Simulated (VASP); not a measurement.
Input of a VASP 6.6.1 run:

INCAR

```
PREC = Accurate ; ENCUT = 520
EDIFF = 1E-7 ; ISMEAR = 0
SIGMA = 0.1 ; LREAL = False
LASPH = True ; NELM = 80
ALGO = Normal ; ISIF = 2
LWAVE = False ; LCHARG = True
GGA = PE ; LELF = True
LVHAR = True ; NBANDS = 34
```

KPOINTS

```
Automatic mesh
0
Gamma
  9 9 8
```

File POSCAR:

```
ZnC3
1.0
    4.4836032067      0.0000000000      0.0000000000
   -2.2418016034      3.8829142775      0.0000000000
    0.0000000000      0.0000000000      7.4781186931
Zn C
2 6
Direct
    0.3333333333      0.6666666667      0.2500000000
    0.6666666667      0.3333333333      0.7500000000
    0.8916981472      0.7833962944      0.2500000000
    0.1083018528      0.8916981472      0.7500000000
    0.2166037056      0.1083018528      0.2500000000
    0.1083018528      0.2166037056      0.7500000000
    0.8916981472      0.1083018528      0.2500000000
    0.7833962944      0.8916981472      0.7500000000
```

Potentials or basis: VASP PAW PBE potentials, release 64 (Zn, C).

Run with:

```console
$ cat potpaw_PBE.64/Zn/POTCAR potpaw_PBE.64/C/POTCAR > POTCAR
$ mpirun -np 1 vasp_std > vasp.out
```

(1) Estimate the largest force.

(2) What does it give for the pressure?

Results:

(1) 0.160 eV/Å.

(2) 0.5 GPa.
